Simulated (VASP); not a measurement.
KSb5: single point with PBE

KSb5:

```
CELL_PARAMETERS angstrom
5.18310 0.00000 0.00000
-2.59155 4.48870 0.00000
0.00000 0.00000 8.46080
ATOMIC_POSITIONS crystal
K 0.00000 0.00000 0.00000
Sb 0.50000 0.00000 0.00000
Sb 0.00000 0.50000 0.00000
Sb 0.50000 0.50000 0.00000
Sb 0.00000 0.00000 0.69259
Sb 0.00000 0.00000 0.30741
```

The cell was built from a structure type or drawn by symmetry, and may not be a known phase.

* Program: VASP 6.6.1
* Task: single point
* Functional: PBE
* Potentials or basis: VASP PAW PBE potentials, release 64 (K_sv, Sb)
* Cutoff: 520 eV
* k mesh: 6 × 6 × 2
* Occupations: gaussian, width 0.1 eV
* Spin: no spin polarisation
* Dipole correction: no
* Further INCAR settings: ALGO = Normal; EDIFF = 1e-07; NBANDS = 26

```json
{"Pressure": "27.9 GPa", "Largest force": "4.149 eV/Å", "Band gap on the k mesh": "zero (bands 17 and 18 overlap by 0.76 eV)"}
```

Forces in eV/Å, atoms in the order of the input:
```
K    0.000  0.000  0.000
Sb   0.000  0.000  0.000
Sb   0.000  0.000  0.000
Sb   0.000  0.000  0.000
Sb   0.000  0.000 -4.149
Sb   0.000  0.000  4.149
```

Stress tensor (GPa, compression positive):
```
38.82  0.00  0.00
 0.00 38.82  0.00
 0.00  0.00  6.18
```

Levels at points of the mesh, in eV from the Fermi level:
| k point | band 15 | band 16 | band 17 | band 18 | band 19 | band 20 |
| --- | --- | --- | --- | --- | --- | --- |
| (0.00, 0.00, 0.00) | -0.54 | -0.54 | 0.06 | 0.06 | 0.48 | 0.48 |
| (0.50, 0.00, 0.00) | -1.77 | -1.55 | -0.52 | 0.86 | 1.00 | 1.05 |
| (0.00, 0.00, 0.50) | -0.98 | -0.33 | 0.47 | 0.47 | 0.83 | 0.83 |
| (0.50, 0.00, 0.50) | -0.79 | -0.38 | -0.16 | 0.19 | 0.94 | 0.98 |

Wall time 50 s on 1 thread of Intel(R) Xeon(R) 6975P-C (Granite Rapids), on a shared host, peak memory 0.33 GiB.

Caveat: the k points lie up to 0.37 Å⁻¹ apart, too coarse for converged energies and pressures of a metal; spin-orbit coupling is left out, which moves the levels of the heavy elements; forces of over 1 eV/Å act on the atoms, so gaps and moduli don't describe the material at rest.
